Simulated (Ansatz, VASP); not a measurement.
Ti: VASP beside Ansatz

```
CELL_PARAMETERS angstrom
-0.02030 2.01985 2.01985
2.01985 -0.02030 2.01985
2.01985 2.01985 -0.02030
ATOMIC_POSITIONS crystal
Ti 0.00000 0.00000 0.00000
```

Change from the starting cell: equal xy, yz and zx shear strains of -1 %, crystal datasets.

Alike in both runs: task electric field gradients; functional PBE; k mesh 15 × 15 × 15; occupations fermi-dirac, width 0.05 eV; no spin polarisation.

```csv
,VASP,Ansatz
version,VASP 6.6.1,Ansatz 0.2.0
potentials or method,"VASP PAW PBE potentials, release 64 (Ti_sv), cutoff 520 eV","all-electron PAW with datasets made for the crystal, scalar-relativistic"
```

|  | VASP | Ansatz | Ansatz less VASP |
| --- | --- | --- | --- |
| pressure (GPa) | 4.2 | 4.5 | +0.32 |
| traceless stress, the component that is largest in VASP (GPa) | 0.60 | 0.61 | +0.006 |
| size of Vzz on the site where it differs most (V/Å²) | 4.7 | 4.7 | -0.04 |

Ansatz ran all-electron here, and VASP with PAW potentials.
